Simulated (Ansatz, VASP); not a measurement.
## Two plane-wave programs on Ni

```xyz
1
Lattice="0.0000 1.7394 1.7394 1.7394 0.0000 1.7394 1.7394 1.7394 0.0000" Properties=species:S:1:pos:R:3 pbc="T T T"
Ni    0.0000    0.0000    0.0000
```

Alike in both runs: task single point; functional r2SCAN; k mesh 20 × 20 × 20; occupations gaussian, width 0.05 eV; collinear spin.

```csv
,VASP,Ansatz
version,VASP 6.6.1,Ansatz 0.2.0
potentials or method,"VASP PAW PBE potentials, release 64 (Ni), cutoff 520 eV","scalar-relativistic, plane waves, PAW"
valence electrons in the cell,10,18
```

Ansatz gave:

```
gap on the k mesh at the Fermi level (eV)                     : none
pressure (GPa)                                                : 0.0
net moment per atom (μB)                                      : 0.76
size of the moment on the site where the two differ most (μB) : 0.82
```

Question: Estimate VASP's values.

Answer: gap on the k mesh at the Fermi level (eV): none; pressure (GPa): 0.4; net moment per atom (μB): 0.73; size of the moment on the site where the two differ most (μB): 0.75.

VASP's potentials were made for PBE, not for r2SCAN. Site moments also hang on the region over which each program counts them. A gap of «none» marks a metal or a gap that the smearing closes. With one functional, cell and mesh, what is left measures potentials, basis and numerics. VASP's potentials hold 10 valence electrons a cell and Ansatz's 18, so a difference there can come from the potentials and not from the codes. Ansatz's warnings: stability check not made.
